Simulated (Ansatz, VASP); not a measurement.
Two plane-wave programs on Re

```
Re
1.0
    -3.19889    3.19889    3.19889
     3.19889   -3.19889    3.19889
     3.19889    3.19889   -3.19889
Re
8
Cartesian
  0.6590 0.6590 0.6590
  -0.6590 2.5399 0.6590
  0.6590 -0.6590 2.5399
  2.5399 0.6590 -0.6590
  2.5399 2.5399 2.5399
  0.6590 3.8579 -0.6590
  -0.6590 0.6590 3.8579
  3.8579 -0.6590 0.6590
```

Alike in both runs: task single point; functional PBE; k mesh 4 × 4 × 4; occupations gaussian, width 0.1 eV; no spin polarisation.

|  | VASP | Ansatz |
| --- | --- | --- |
| version | VASP 6.6.1 | Ansatz 0.2.0 |
| potentials or method | VASP PAW PBE potentials, release 64 (Re), cutoff 520 eV | scalar-relativistic, plane waves, PAW |
| valence electrons in the cell | 56 | 120 |

Ansatz gave:

| Item | Value |
| --- | --- |
| gap on the k mesh at the Fermi level (eV) | none |
| rms of the force components (eV/Å) | 0.882 |

Q: Which values does VASP return?

A: gap on the k mesh at the Fermi level (eV): none; rms of the force components (eV/Å): 0.737.

Atom by atom the forces differ by 0.145 eV/Å (rms over components). A gap of «none» marks a metal or a gap that the smearing closes. The functional is the same, so the differences come from potentials, cutoffs and numerics. VASP's potentials hold 56 valence electrons a cell and Ansatz's 120, so a difference there can come from the potentials and not from the codes.

Spin-orbit coupling is off throughout.
